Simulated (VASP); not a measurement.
A run of VASP 6.6.1 is set up as follows.

File POSCAR:

```
SiO2
1.0
    6.7343069504      0.0000000000      0.0000000000
    0.0000000000      6.7343069504      0.0000000000
    0.0000000000      0.0000000000      5.9509525532
Si O
5 10
Direct
    0.2724223712      0.0000000000      0.1185469614
    0.0000000000      0.7275776288      0.8814530386
    0.0000000000      0.2724223712      0.8814530386
    0.7275776288      0.0000000000      0.1185469614
    0.0000000000      0.0000000000      0.5000000000
    0.2081000938      0.0000000000      0.3737972651
    0.0000000000      0.7918999062      0.6262027349
    0.0000000000      0.2081000938      0.6262027349
    0.7918999062      0.0000000000      0.3737972651
    0.1974600341      0.1974600341      0.0000000000
    0.1974600341      0.8025399659      0.0000000000
    0.8025399659      0.1974600341      0.0000000000
    0.8025399659      0.8025399659      0.0000000000
    0.5000000000      0.0000000000      0.0994386730
    0.0000000000      0.5000000000      0.9005613270
```

Contents of INCAR.step1:

```
SYSTEM = SiO2
PREC     = Accurate       ! precision mode
ENCUT    = 520            ! plane-wave cutoff, eV
ISMEAR   = 0              ! smearing method
SIGMA    = 0.02           ! smearing width, eV
LREAL    = Auto         
LASPH    = .True.         ! aspherical terms in the spheres
NELM     = 60             ! most SCF steps
NBANDS   = 53             ! bands
GGA      = PE             ! functional
ALGO     = Normal         ! electronic algorithm
EDIFF    = 1E-4           ! SCF threshold, eV
LWAVE    = .True.         ! write WAVECAR
LCHARG   = .False.        ! write CHGCAR
```

INCAR.step2

```
SYSTEM = SiO2
PREC     = Accurate       ! precision mode
ENCUT    = 520            ! plane-wave cutoff, eV
EDIFF    = 1E-6           ! SCF threshold, eV
ISMEAR   = 0              ! smearing method
SIGMA    = 0.02           ! smearing width, eV
LREAL    = Auto         
LASPH    = .True.         ! aspherical terms in the spheres
NELM     = 60             ! most SCF steps
ALGO     = Normal         ! electronic algorithm
ISIF     = 2              ! what is computed and relaxed
LWAVE    = .False.        ! write WAVECAR
LCHARG   = .False.        ! write CHGCAR
METAGGA  = R2SCAN         ! meta-GGA
LMIXTAU  = .True.       
NBANDS   = 53             ! bands
ISTART   = 1
```

The input KPOINTS:

```
Automatic mesh
0
Gamma
  4 4 4
  0 0 0
```

Potentials or basis: VASP PAW PBE potentials, release 64 (Si, O).

The run is started by

```console
$ cat potpaw_PBE.64/Si/POTCAR potpaw_PBE.64/O/POTCAR > POTCAR
$ cp INCAR.step1 INCAR
$ mpirun -np 1 vasp_std > vasp.out
$ cp INCAR.step2 INCAR
$ mpirun -np 1 vasp_std > vasp.out
```

**Question.** Estimate the largest force.

**Answer.** 0.137 eV/Å.

**Question.** What does it give for the band gap on the k mesh?

**Answer.** 6.27 eV (least direct gap 6.34 eV).

**Question.** Predict the pressure.

**Answer.** 12.5 GPa.

Stress tensor (GPa, compression positive):
```
12.42  0.00  0.00
 0.00 12.42  0.00
 0.00  0.00 12.52
```

Caveat: the cell stands under pressure; the PAW data sets were made with another functional, which shifts forces and pressure a little. A k mesh can miss the band edges.
